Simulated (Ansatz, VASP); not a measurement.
# Two plane-wave programs on Ca3As

The input INCAR:

```
ALGO = Fast
EDIFF = 1E-6
ENCUT = 520
GGA = PE
ISIF = 2
ISMEAR = 0
LASPH = T
LCHARG = T
LELF = T
LREAL = F
LVHAR = T
LWAVE = F
NBANDS = 26
NELM = 80
PREC = Accurate
SIGMA = 0.1
```

KPOINTS

```
k-points
0
Gamma
  6 6 4
```

POSCAR

```
Ca3As
1.0
    5.1525165800      0.0000000000      0.0000000000
   -2.5762582900      4.4622102500      0.0000000000
    0.0000000000      0.0000000000      4.0517577300
Ca As
3 1
Direct
    0.5000000000      0.0000000000      0.0000000000
    0.0000000000      0.5000000000      0.0000000000
    0.5000000000      0.5000000000      0.0000000000
    0.0000000000      0.0000000000      0.5000000000
```

Input for Ansatz:

```yaml
crystal:
  lattice:
    - [5.15251658, 0.0, 0.0]
    - [-2.57625829, 4.46221025, 0.0]
    - [0.0, 0.0, 4.05175773]
  atoms:
    - { symbol: Ca, position: [0.5, 0.0, 0.0] }
    - { symbol: Ca, position: [0.0, 0.5, 0.0] }
    - { symbol: Ca, position: [0.5, 0.5, 0.0] }
    - { symbol: As, position: [0.0, 0.0, 0.5] }
basis:
  ecutwfc: 420
kpoints:
  mp_grid: { grid: [6, 6, 4] }
hamiltonian:
  xc: pbe
scf:
  occupations: { method: gaussian, width: 0.1 }
  lower_state_search: "off"
output:
  forces: true
  stress: true
  eigenvalues: true
```

Alike in both runs: task single point; functional PBE; k mesh 6 × 6 × 4; occupations gaussian, width 0.1 eV; no spin polarisation.

|  | VASP | Ansatz |
| --- | --- | --- |
| version | VASP 6.6.1 | Ansatz 0.2.0 |
| potentials or method | VASP PAW PBE potentials, release 64 (Ca_sv, As), cutoff 520 eV | scalar-relativistic, plane waves, PAW |
| valence electrons in the cell | 35 | 45 |

Ansatz gave:

| Item | Value |
| --- | --- |
| gap on the k mesh at the Fermi level (eV) | none |
| pressure (GPa) | 9.0 |
| traceless stress, the component that is largest in VASP (GPa) | -21.44 |

Problem. Estimate VASP's values.

Solution. gap on the k mesh at the Fermi level (eV): none; pressure (GPa): 9.4; traceless stress, the component that is largest in VASP (GPa): -21.74.

A gap of «none» marks a metal or a gap that the smearing closes. VASP's potentials hold 35 valence electrons a cell and Ansatz's 45, so a difference there can come from the potentials and not from the codes.

The k mesh is coarse, so the values compare programs but aren't converged.
